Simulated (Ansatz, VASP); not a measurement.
CuO: VASP beside Ansatz

```
CELL_PARAMETERS angstrom
4.16094 0.00000 0.00000
0.00000 4.16094 0.00000
0.00000 0.00000 3.88764
ATOMIC_POSITIONS crystal
Cu 0.50000 0.00000 0.50000
Cu 0.00000 0.50000 0.50000
Cu 0.00000 0.00000 0.00000
O 0.00000 0.00000 0.50000
O 0.50000 0.00000 0.00000
O 0.00000 0.50000 0.00000
```

Alike in both runs: task single point; functional PBE; k mesh 5 × 5 × 5; occupations fermi-dirac, width 0.05 eV; no spin polarisation.

```csv
,VASP,Ansatz
version,VASP 6.6.1,Ansatz 0.2.0
potentials or method,"VASP PAW PBE potentials, release 64 (Cu, O)",Ansatz PAW
plane-wave cutoff (eV),520,420
valence electrons in the cell,51,75
```

|  | VASP | Ansatz | Ansatz less VASP |
| --- | --- | --- | --- |
| gap on the k mesh at the Fermi level (eV) | none | none | - |
| pressure (GPa) | 2.5 | 1.9 | -0.61 |
| traceless stress, the component that is largest in VASP (GPa) | -0.82 | -1.42 | -0.603 |

A gap of «none» marks a metal or a gap that the smearing closes. VASP's potentials hold 51 valence electrons a cell and Ansatz's 75, so a difference there can come from the potentials and not from the codes.
